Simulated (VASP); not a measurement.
Set up this calculation in VASP 6.6.1, as the native input.

| Quantity | Value |
| --- | --- |
| Task | single point |
| Functional | LDA |
| Potentials or basis | VASP PAW LDA potentials, release 64 (O_h, H_h, S) |
| Cutoff | 1000 eV |
| k mesh | 1 × 1 × 1 |
| Occupations | fermi-dirac, width 0.05 eV |
| Spin | no spin polarisation |
| Dipole correction | no |
| Further INCAR settings | LREAL = Auto; ALGO = Normal; EDIFF = 1e-06; NBANDS = 55 |

The structure of H18SO8 lies in POSCAR:

```
H18SO8
1.0
    6.6943300000      0.0000000000      0.0000000000
    0.0000000000      6.6943300000      0.0000000000
    0.0000000000      0.0000000000      6.6943300000
O H S
8 18 1
Direct
    0.2798086502      0.3543823976      0.7487228989
    0.6065944412      0.3137958412      0.0156702340
    0.5024298201      0.8438024080      0.1885688479
    0.8963413054      0.9175474829      0.3076358789
    0.1728993846      0.0339744497      1.0049968469
    0.9698755400      0.7345241207      0.8612321306
   -0.0524520315      0.4393802130      0.1360889814
    1.0501723625      0.6119999985      0.4941536895
    0.3775201895      0.2875630613      0.6620831673
    0.2075547316      0.4504799475      0.6606938182
    0.5010104919      0.3964606737     -0.0438551892
    0.6235632219      0.2024532307     -0.0813036933
    0.4540488208      0.8062581166      0.3215369206
    0.3941963394      0.9281226802      0.1306885282
    0.7572609406      0.9020465026      0.2549169487
    0.9791751450      0.9771211617      0.2013147945
    0.1981769457      0.1423614394      0.9061910979
    0.0995890604     -0.0798599331      0.9324525093
    0.9942166179      0.6701961712      0.7263447870
    0.9657602287      0.6254395947      0.9658138912
   -0.1936452866      0.3933027193      0.0973243119
    0.0335393249      0.3252193527      0.1042671021
    1.0005985512      0.7413979207      0.4281316843
    1.0043401418      0.5163112241      0.3887509849
    0.7556908002     -0.1391138231      0.7836464816
    0.4604948556     -0.1020439555      0.8225863163
    0.5987017068     -0.0353946961      0.6880549306
```

These files were run (other wordings do the same):

INCAR

```
ALGO = Normal
EDIFF = 1E-6
ENCUT = 1000
GGA_COMPAT = F
ISIF = 2
ISMEAR = -1
LASPH = T
LCHARG = T
LELF = T
LREAL = Auto
LVHAR = T
LWAVE = F
NBANDS = 55
NELM = 120
PREC = Accurate
SIGMA = 0.05
```

KPOINTS

```
k-points
0
Gamma
  1 1 1
```

Potentials or basis: VASP PAW LDA potentials, release 64 (O_h, H_h, S).

The run is started by

```sh
$ cat potpaw_LDA.64/O_h/POTCAR potpaw_LDA.64/H_h/POTCAR potpaw_LDA.64/S/POTCAR > POTCAR
$ mpirun -np 1 vasp_gam > vasp.out
```

Results of the run:

| Item | Value |
| --- | --- |
| Pressure | -1.8 GPa |
| Largest force | 0.272 eV/Å |

Caveat: the k points lie up to 0.94 Å⁻¹ apart, too coarse for converged energies, forces and pressures.

Run time: 71 s on 1 thread of AMD EPYC 7R43 64-Core Processor (Zen 3) (shared host), peak memory 0.47 GiB.
